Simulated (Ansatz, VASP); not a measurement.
**Two plane-wave programs on Al8As8H**

The input INCAR:

```
PREC = Accurate
ENCUT = 450
EDIFF = 1E-7
ISMEAR = 0
SIGMA = 0.01
LREAL = False
LASPH = True
NELM = 200
ALGO = Normal
ISIF = 2
LWAVE = False
LCHARG = False
ISPIN = 2
MAGMOM = 0 0.091 0 0 0.091 0.091 0 0.091 0.091 0 0.091 0.091 0.091 0.091 0 0.091 0.091
LORBIT = 11
GGA = PE
IBRION = 2
NSW = 65
EDIFFG = -0.025
GGA_COMPAT = False
NELMIN = 4
KPAR = 4
```

File KPOINTS:

```
Automatic mesh
0
Gamma
  3 3 3
```

POSCAR

```
Al8As8H
1.0
    0.0000000000      5.7279123196     -5.7279123196
    5.7279123196      5.7279123196      0.0000000000
    5.7279123196      0.0000000000     -5.7279123196
Al As H
8 8 1
Direct
    0.0000000000      0.0000000000      0.5000000000
    0.0000000000      0.5000000000      0.5000000000
    0.5000000000      0.0000000000      0.5000000000
    0.5000000000      0.5000000000      0.5000000000
    0.0000000000      0.0000000000      1.0000000000
    0.0000000000      0.5000000000      1.0000000000
    0.5000000000      0.0000000000      1.0000000000
    0.5000000000      0.5000000000      1.0000000000
    0.1250000000      0.1250000000      0.1250000000
    0.1250000000      0.6250000000      0.1250000000
    0.6250000000      0.1250000000      0.1250000000
    0.6250000000      0.6250000000      0.1250000000
    0.1250000000      0.1250000000      0.6250000000
    0.1250000000      0.6250000000      0.6250000000
    0.6250000000      0.1250000000      0.6250000000
    0.6250000000      0.6250000000      0.6250000000
    0.8750000000      0.3750000000      0.8750000000
```

Input for Ansatz:

```yaml
crystal:
  lattice:
    - [0.0, 5.7279123196, -5.7279123196]
    - [5.7279123196, 5.7279123196, 0.0]
    - [5.7279123196, 0.0, -5.7279123196]
  atoms:
    - { symbol: Al, position: [0.0, 0.0, 0.5] }
    - { symbol: Al, position: [0.0, 0.5, 0.5], spin: 0.091 }
    - { symbol: Al, position: [0.5, 0.0, 0.5] }
    - { symbol: Al, position: [0.5, 0.5, 0.5] }
    - { symbol: Al, position: [0.0, 0.0, 1.0], spin: 0.091 }
    - { symbol: Al, position: [0.0, 0.5, 1.0], spin: 0.091 }
    - { symbol: Al, position: [0.5, 0.0, 1.0] }
    - { symbol: Al, position: [0.5, 0.5, 1.0], spin: 0.091 }
    - { symbol: As, position: [0.125, 0.125, 0.125], spin: 0.091 }
    - { symbol: As, position: [0.125, 0.625, 0.125] }
    - { symbol: As, position: [0.625, 0.125, 0.125], spin: 0.091 }
    - { symbol: As, position: [0.625, 0.625, 0.125], spin: 0.091 }
    - { symbol: As, position: [0.125, 0.125, 0.625], spin: 0.091 }
    - { symbol: As, position: [0.125, 0.625, 0.625], spin: 0.091 }
    - { symbol: As, position: [0.625, 0.125, 0.625] }
    - { symbol: As, position: [0.625, 0.625, 0.625], spin: 0.091 }
    - { symbol: H, position: [0.875, 0.375, 0.875], spin: 0.091 }
  host:
    lattice:
      - [0.0, 2.8639561598, 2.8639561598]
      - [2.8639561598, 0.0, 2.8639561598]
      - [2.8639561598, 2.8639561598, 0.0]
    atoms:
      - { symbol: Al, position: [0.0, 0.0, 0.0] }
      - { symbol: As, position: [0.75, 0.75, 0.75] }
basis:
  ecutwfc: 420
  xc_grid: 2
kpoints:
  mp_grid: { grid: [3, 3, 3], shift: [0.0, 0.0, 0.0] }
hamiltonian:
  xc: pbe
scf:
  occupations: { method: gaussian, width: 0.01 }
output:
  forces: true
  stress: false
  eigenvalues: true
  populations: true
  charged_corrections:
    defect_position: [0.875, 0.375, 0.875]
    epsilon: [[11.5641, 0.0, 0.0], [0.0, 11.5641, 0.0], [0.0, 0.0, 11.5641]]
magnetization:
  spin_polarized: true
relax:
  adjacent_minimum: "off"
  f_tol: 0.025
  max_steps: 45
```

Alike in both runs: task relaxation of the atoms; functional PBE; k mesh 3 × 3 × 3; occupations gaussian, width 0.01 eV; collinear spin.

|  | VASP | Ansatz |
| --- | --- | --- |
| version | VASP 6.6.1 | Ansatz 0.2.0 |
| potentials or method | VASP PAW PBE potentials, release 64 (Al, As, H), cutoff 450 eV | scalar-relativistic, plane waves, PAW |
| valence electrons in the cell | 65 | 145 |

|  | VASP | Ansatz | Ansatz less VASP |
| --- | --- | --- | --- |
| gap on the k mesh at the Fermi level, each at its own relaxed structure (eV) | none | none | - |
| net moment per atom (μB) | 0.00 | 0.00 | 0.000 |

A gap of «none» marks a metal or a gap that the smearing closes. VASP's potentials hold 65 valence electrons a cell and Ansatz's 145, so a difference there can come from the potentials and not from the codes. Ansatz's warnings: seeded moment not kept.
